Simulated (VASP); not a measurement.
Input of a VASP 6.6.1 run:

INCAR

```
  PREC = Accurate
  ENCUT = 520
  EDIFF = 1E-7
  ISMEAR = 0
  SIGMA = 0.1
  LREAL = F
  LASPH = T
  NELM = 100
  ALGO = Normal
  ISIF = 2
  LWAVE = F
  LCHARG = T
  LDIPOL = T
  IDIPOL = 3
  DIPOL = 0.5 0.5 0.395
  LELF = T
  LVHAR = T
  LVACPOTAV = T
  NBANDS = 41
```

Contents of KPOINTS:

```
Automatic mesh
0
Gamma
  9 9 1
```

File POSCAR:

```
Ti5Si
1.0
    2.8641158409      0.0000000000      0.0000000000
   -1.4320579204      2.4803970776      0.0000000000
    0.0000000000      0.0000000000     24.4912645050
Ti Si
5 1
Direct
    0.6666666666      0.3333333333      0.1633235393
    0.3333333333      0.6666666667      0.2559152254
    0.6666666666      0.3333333333      0.3495151210
    0.3333333333      0.6666666667      0.4443907924
    0.6666666666      0.3333333333      0.5304448246
    0.8333333333      0.6666666667      0.6272030298
```

Potentials or basis: VASP PAW LDA potentials, release 64 (Ti_sv, Si).

Command:

```sh
$ cat potpaw_LDA.64/Ti_sv/POTCAR potpaw_LDA.64/Si/POTCAR > POTCAR
$ mpirun -np 1 vasp_std > vasp.out
```

(1) Estimate the largest force.

(2) Predict the band gap on the k mesh.

Answers

(1) 0.988 eV/Å.

(2) zero (bands 32 and 33 overlap by 0.96 eV).
